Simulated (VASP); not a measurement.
# SnSe (F-43m) in VASP: notebook, part 2 of 2

VASP 6.6.1. Earlier steps stand in the parts before.

### Step 5. Single point, PBE (volume scaled by 1.06)

INCAR reads:

```
SYSTEM = SnSe
ALGO = Normal ; EDIFF = 1E-6
ENCUT = 520 ; GGA = PE
ISIF = 2 ; ISMEAR = 0
LASPH = .TRUE. ; LCHARG = .FALSE.
LREAL = .FALSE. ; LWAVE = .FALSE.
NBANDS = 17 ; NELM = 100
PREC = Accurate ; SIGMA = 0.01
```

KPOINTS reads:

```
k-points
0
G
  10 10 10
  0 0 0
```

POSCAR reads:

```
SnSe
1.0
    0.0000000000      3.4573425665      3.4573425665
    3.4573425665      0.0000000000      3.4573425665
    3.4573425665      3.4573425665      0.0000000000
Sn Se
1 1
Direct
    0.0000000000      0.0000000000      0.0000000000
    0.2500000000      0.2500000000      0.2500000000
```

Potentials or basis: VASP PAW PBE potentials, release 64 (Sn_d, Se).

The run is started by

```console
> cat potpaw_PBE.64/Sn_d/POTCAR potpaw_PBE.64/Se/POTCAR > POTCAR
> mpirun -np 1 vasp_std > vasp.out
```

OUTCAR:

```text
SYSTEM = SnSe
   EDIFF = 1E-6
   ENCUT = 520
   GGA = PE
   ISIF = 2
   ISMEAR = 0
   LASPH = .TRUE.
   LREAL = .FALSE.
   NELM = 100
   PREC = Accurate

 ion  position               nearest neighbor table
   1  0.000  0.000  0.000-   2 2.99   2 2.99   2 2.99   2 2.99
   2  0.250  0.250  0.250-   1 2.99   1 2.99   1 2.99   1 2.99

  LATTYP: Found a face centered cubic cell.
 ALAT       =     6.9146851330

  Lattice vectors:

 A1 = (   0.0000000000,   3.4573425665,   3.4573425665)
 A2 = (   3.4573425665,   0.0000000000,   3.4573425665)
 A3 = (   3.4573425665,   3.4573425665,   0.0000000000)

Analysis of symmetry for initial positions (statically):
=====================================================================
 Subroutine PRICEL returns:
 Original cell was already a primitive cell.

 Routine SETGRP: Setting up the symmetry group for a
 face centered cubic supercell.

 Subroutine GETGRP returns: Found 24 space group operations
 (whereof 24 operations were pure point group operations)
 out of a pool of 48 trial point group operations.

The static configuration has the point symmetry T_d .

Analysis of symmetry for dynamics (positions and initial velocities):
[... 154 lines left out ...]
  ---------------------------------------------------
  free energy    TOTEN  =        -7.73043170 eV

  energy without entropy =       -7.73043170  energy(sigma->0) =       -7.73043170

 E-fermi :   2.2785     XC(G=0):  -7.4972

 val. band max:        2.2072501196   @ k =  -0.3000   0.5000   0.2000
 cond. band min:       2.4918616401   @ k =   0.5000   0.5000   0.0000
 fundamental gap:      0.2846115206
 Fermi energy:         2.2784839118

 k-point     1 :       0.0000    0.0000    0.0000
  band No.  band energies     occupation
      1     -19.4577      2.00000
      2     -19.4577      2.00000
      3     -19.4577      2.00000
      4     -19.4507      2.00000
      5     -19.4507      2.00000
      6     -10.5183      2.00000
[... 457 lines left out ...]
      4     -19.4515      2.00000
      5     -19.4496      2.00000
      6     -10.1254      2.00000
[... 9 lines left out ...]
     16      10.9486      0.00000
     17      12.2721      0.00000

 [... further k-points ...]
[... 5 lines left out ...]
  --------------------------------------------------------------------------------------
  -------------------------------------------------------------------------------------
  Total       -0.8387371     -0.8387371     -0.8387371      0.0000000     -0.0000000      0.0000000
  in kB      -16.2584522    -16.2584522    -16.2584522      0.0000000     -0.0000000      0.0000000
  external PRESSURE =     -16.2584522 kB  Pullay stress =       0.0000000 kB

 VOLUME and BASIS-vectors are now :
 -----------------------------------------------------------------------------
  energy-cutoff  :      520.00
  volume of cell :       82.65
      direct lattice vectors                 reciprocal lattice vectors
     0.000000000  3.457342566  3.457342566    -0.144619745  0.144619745  0.144619745
     3.457342566  0.000000000  3.457342566     0.144619745 -0.144619745  0.144619745
     3.457342566  3.457342566  0.000000000     0.144619745  0.144619745 -0.144619745

 POSITION                                       TOTAL-FORCE (eV/Angst)
 -----------------------------------------------------------------------------------
      0.00000      0.00000      0.00000         0.000000      0.000000      0.000000
      1.72867      1.72867      1.72867        -0.000000     -0.000000     -0.000000
 -----------------------------------------------------------------------------------
    total drift:                               -0.000000     -0.000000     -0.000000

  FREE ENERGIE OF THE ION-ELECTRON SYSTEM (eV)
  ---------------------------------------------------
  free  energy   TOTEN  =        -7.7304317004 eV

  energy  without entropy=       -7.7304317004  energy(sigma->0) =       -7.73043170
```

OSZICAR:

```text
N       E                     dE             d eps       ncg     rms          rms(c)
DAV:   1     0.131170550492E+03    0.13117E+03   -0.94540E+03  1615   0.123E+03
DAV:   2     0.620698682599E+01   -0.12496E+03   -0.12127E+03  1740   0.312E+02
DAV:   3    -0.770284888113E+01   -0.13910E+02   -0.13731E+02  1928   0.955E+01
DAV:   4    -0.811220223089E+01   -0.40935E+00   -0.40908E+00  1838   0.182E+01
DAV:   5    -0.812587167261E+01   -0.13669E-01   -0.13669E-01  2250   0.321E+00    0.310E+00
DAV:   6    -0.772507848966E+01    0.40079E+00   -0.11998E+00  2265   0.486E+00    0.178E+00
DAV:   7    -0.772608502979E+01   -0.10065E-02   -0.11798E-01  1685   0.143E+00    0.972E-01
DAV:   8    -0.772952637200E+01   -0.34413E-02   -0.14572E-02  1849   0.107E+00    0.130E-01
DAV:   9    -0.772976007962E+01   -0.23371E-03   -0.38261E-03  1765   0.376E-01    0.956E-02
DAV:  10    -0.773030540601E+01   -0.54533E-03   -0.70917E-04  1673   0.164E-01    0.248E-02
DAV:  11    -0.773041783160E+01   -0.11243E-03   -0.11753E-04  1787   0.647E-02    0.809E-03
DAV:  12    -0.773042915337E+01   -0.11322E-04   -0.13827E-05  1709   0.354E-02    0.272E-03
DAV:  13    -0.773043163728E+01   -0.24839E-05   -0.40522E-06  1720   0.964E-03    0.187E-03
DAV:  14    -0.773043170043E+01   -0.63148E-07   -0.40510E-07  1458   0.430E-03
   1 F= -.77304317E+01 E0= -.77304317E+01  d E =-.621448E-26
```

stdout:

```text
POSCAR found type information on POSCAR SnSe
 POSCAR found :  2 types and       2 ions
 scaLAPACK will be used
 LDA part: xc-table for (Slater+PW92), standard interpolation
 POSCAR, INCAR and KPOINTS ok, starting setup
 FFT: planning ... GRIDC
 FFT: planning ... GRID_SOFT
 FFT: planning ... GRID
 WAVECAR not read
 entering main loop
```

Wall time 49 s (1 thread of Intel Xeon 6975P-C, shared host); peak memory 0.24 GiB.

Results:

```yaml
Free_energy: -7.7304 eV
Pressure: -1.6 GPa
Band_gap_on_the_k_mesh: 0.28 eV, indirect (least direct gap 0.78 eV)
```

Levels at points of the mesh, in eV from the valence-band top:
```tsv
k point	band 6	band 7	band 8	band 9	band 10	band 11	band 12	band 13	band 14	band 15
(0.00, 0.00, 0.00)	-12.73	-5.37	-1.94	-1.94	-1.94	1.61	1.61	1.61	4.87	7.54
(0.50, 0.00, 0.00)	-12.35	-6.83	-2.41	-2.41	-1.96	2.33	2.33	3.21	6.43	7.36
(0.50, 0.50, 0.00)	-12.22	-7.08	-3.03	-3.03	-0.49	0.28	4.14	4.14	5.65	7.14
```

Caveat: spin-orbit coupling is left out, which moves the levels of the heavy elements. A k mesh can miss the band edges.

### Step 6. Single point, PBE (volume scaled by 1.10)

INCAR reads:

```
PREC = Accurate
ENCUT = 520
EDIFF = 1E-6
ISMEAR = 0
SIGMA = 0.01
LREAL = False
LASPH = True
NELM = 80
ALGO = Normal
ISIF = 2
LWAVE = False
LCHARG = True
GGA = PE
LELF = True
LVHAR = True
NBANDS = 17
```

KPOINTS reads:

```
regular mesh
0
Gamma
  10 10 10
```

POSCAR reads:

```
SnSe
1.0
    0.0000000000      3.5002953134      3.5002953134
    3.5002953134      0.0000000000      3.5002953134
    3.5002953134      3.5002953134      0.0000000000
Sn Se
1 1
Direct
    0.0000000000      0.0000000000      0.0000000000
    0.2500000000      0.2500000000      0.2500000000
```

Potentials or basis: VASP PAW PBE potentials, release 64 (Sn_d, Se).

The run is started by

```console
> cat potpaw_PBE.64/Sn_d/POTCAR potpaw_PBE.64/Se/POTCAR > POTCAR
> mpirun -np 1 vasp_std > vasp.out
```

OUTCAR:

```text
PREC = Accurate
   ENCUT = 520
   EDIFF = 1E-6
   ISMEAR = 0
   LREAL = False
   LASPH = True
   NELM = 80
   ISIF = 2
   GGA = PE

 ion  position               nearest neighbor table
   1  0.000  0.000  0.000-   2 3.03   2 3.03   2 3.03   2 3.03
   2  0.250  0.250  0.250-   1 3.03   1 3.03   1 3.03   1 3.03

  LATTYP: Found a face centered cubic cell.
 ALAT       =     7.0005906268

  Lattice vectors:

 A1 = (   0.0000000000,   3.5002953134,   3.5002953134)
 A2 = (   3.5002953134,   0.0000000000,   3.5002953134)
 A3 = (   3.5002953134,   3.5002953134,   0.0000000000)

Analysis of symmetry for initial positions (statically):
=====================================================================
 Subroutine PRICEL returns:
 Original cell was already a primitive cell.

 Routine SETGRP: Setting up the symmetry group for a
 face centered cubic supercell.

 Subroutine GETGRP returns: Found 24 space group operations
 (whereof 24 operations were pure point group operations)
 out of a pool of 48 trial point group operations.

The static configuration has the point symmetry T_d .

Analysis of symmetry for dynamics (positions and initial velocities):
=====================================================================
 Subroutine PRICEL returns:
 Original cell was already a primitive cell.

 Routine SETGRP: Setting up the symmetry group for a
 face centered cubic supercell.

 Subroutine GETGRP returns: Found 24 space group operations
 (whereof 24 operations were pure point group operations)
 out of a pool of 48 trial point group operations.

The dynamic configuration has the point symmetry T_d .

 Subroutine INISYM returns: Found 24 space group operations
 (whereof 24 operations are pure point group operations),
 and found     1 'primitive' translations

[... 106 lines left out ...]
   NUPDOWN=      -1.0000    fix difference up-down
   EMIN   =  10.00;   EMAX   =-10.00  energy-range for DOS
   EFERMI =   0.00;   METHOD = LEGACY
   ISMEAR =     0;   SIGMA  =   0.01  broadening in eV -4-tet -1-fermi 0-gaus
   EFERMI_NEDOS =   21; number of points for ismear=-14 and -15
   IALGO  =     38    algorithm
   IMIX   =      4    mixing-type and parameters
     AMIX     =   0.40;   BMIX     =  1.00
     AMIX_MAG =   1.60;   BMIX_MAG =  1.00
  volume/ion in A,a.u.               =      42.89       289.41
  Fermi-wavevector in a.u.,A,eV,Ry     =   1.007636  1.904155 13.814395  1.015329
  Thomas-Fermi vector in A             =   2.140453
   LORBIT       =      0    0 simple, 1 ext, 2 COOP (PROOUT), +10 PAW based schemes
   GGA     = PE    functional components
   LHFCALC =     F    Hartree Fock is set to
   AEXX    =    0.0000 exact exchange contribution
   IVDW    =     0    specifies the selected vdW correction
   LEPSILON=     F    determine dielectric tensor
   LRPA    =     F    only Hartree local field effects (RPA)
 non-spin polarized calculation
 Gauss-broadening in eV      SIGMA  =   0.01
  energy-cutoff  :      520.00
  volume of cell :       85.77
 maximum number of plane-waves:      2334
 NGX is ok and might be reduce to    40
   NGX = 19   NGY = 19   NGZ = 19

 number of electron      19.9999998 magnetization

 Free energy of the ion-electron system (eV)
  ---------------------------------------------------
  ext. energy  EPLUGINS =         0.00000000
  ---------------------------------------------------
  free energy    TOTEN  =        -7.69078553 eV

  energy without entropy =       -7.69078553  energy(sigma->0) =       -7.69078553

 E-fermi :   2.0195     XC(G=0):  -7.3503

 val. band max:        1.8832425140   @ k =  -0.3000   0.5000   0.2000
 cond. band min:       2.2614035240   @ k =   0.5000   0.5000   0.0000
 fundamental gap:      0.3781610100
 Fermi energy:         2.0194732585

 k-point     1 :       0.0000    0.0000    0.0000
  band No.  band energies     occupation
      1     -19.7571      2.00000
      2     -19.7571      2.00000
      3     -19.7571      2.00000
      4     -19.7522      2.00000
      5     -19.7522      2.00000
      6     -10.6312      2.00000
[... 457 lines left out ...]
      4     -19.7529      2.00000
      5     -19.7513      2.00000
      6     -10.2762      2.00000
[... 9 lines left out ...]
     16      10.6243      0.00000
     17      11.8528      0.00000

 [... further k-points ...]
[... 5 lines left out ...]
  --------------------------------------------------------------------------------------
  -------------------------------------------------------------------------------------
  Total       -1.3152022     -1.3152022     -1.3152022     -0.0000000     -0.0000000      0.0000000
  in kB      -24.5673922    -24.5673922    -24.5673922     -0.0000000     -0.0000000      0.0000000
  external PRESSURE =     -24.5673922 kB  Pullay stress =       0.0000000 kB

 VOLUME and BASIS-vectors are now :
 -----------------------------------------------------------------------------
  energy-cutoff  :      520.00
  volume of cell :       85.77
      direct lattice vectors                 reciprocal lattice vectors
     0.000000000  3.500295313  3.500295313    -0.142845090  0.142845090  0.142845090
     3.500295313  0.000000000  3.500295313     0.142845090 -0.142845090  0.142845090
     3.500295313  3.500295313  0.000000000     0.142845090  0.142845090 -0.142845090

 POSITION                                       TOTAL-FORCE (eV/Angst)
 -----------------------------------------------------------------------------------
      0.00000      0.00000      0.00000        -0.000000     -0.000000     -0.000000
      1.75015      1.75015      1.75015         0.000000      0.000000      0.000000
 -----------------------------------------------------------------------------------
    total drift:                               -0.000000     -0.000000     -0.000000

  FREE ENERGIE OF THE ION-ELECTRON SYSTEM (eV)
  ---------------------------------------------------
  free  energy   TOTEN  =        -7.6907855326 eV

  energy  without entropy=       -7.6907855326  energy(sigma->0) =       -7.69078553
```

stdout:

```text
POSCAR found type information on POSCAR SnSe
 POSCAR found :  2 types and       2 ions
 scaLAPACK will be used
 LDA part: xc-table for (Slater+PW92), standard interpolation
 POSCAR, INCAR and KPOINTS ok, starting setup
 FFT: planning ... GRIDC
 FFT: planning ... GRID_SOFT
 FFT: planning ... GRID
 WAVECAR not read
 entering main loop
```

Wall time 76 s (1 thread of Intel Xeon 6975P-C, shared host); peak memory 0.27 GiB.

Results:

```
Free energy            : -7.6908 eV
Pressure               : -2.5 GPa
Band gap on the k mesh : 0.38 eV, indirect (least direct gap 0.83 eV)
```

Levels at points of the mesh, in eV from the valence-band top:
```csv
k point,band 8,band 9,band 10,band 11,band 12,band 13
"(0.00, 0.00, 0.00)",-1.80,-1.80,-1.80,1.65,1.65,1.65
"(0.50, 0.00, 0.00)",-2.25,-2.25,-1.87,2.35,2.35,3.13
"(0.50, 0.50, 0.00)",-2.84,-2.84,-0.45,0.38,4.03,4.03
```

Caveat: spin-orbit coupling is left out, which moves the levels of the heavy elements. A k mesh can miss the band edges.

### Step 7. Summary

```tsv
cell	gap on the mesh (eV)	pressure (GPa)
a = 4.697 Å, angles 60.0°, 2 atoms	none	2.1
a = 4.747 Å, angles 60.0°, 2 atoms	0.02	1.0
a = 4.843 Å, angles 60.0°, 2 atoms	0.21	-0.9
a = 4.889 Å, angles 60.0°, 2 atoms	0.28	-1.6
a = 4.950 Å, angles 60.0°, 2 atoms	0.38	-2.5
```

Alike in all rows: task single point; level PBE; potentials or basis VASP PAW PBE potentials, release 64 (Sn_d, Se); no spin polarisation; k mesh 10 × 10 × 10; cutoff (eV) 520; smearing gaussian 0.01 eV.

Caveats: spin-orbit coupling is left out, which moves the levels of the heavy elements.

Total energies depend on the potentials used, so only differences within one code and one set of settings carry meaning.
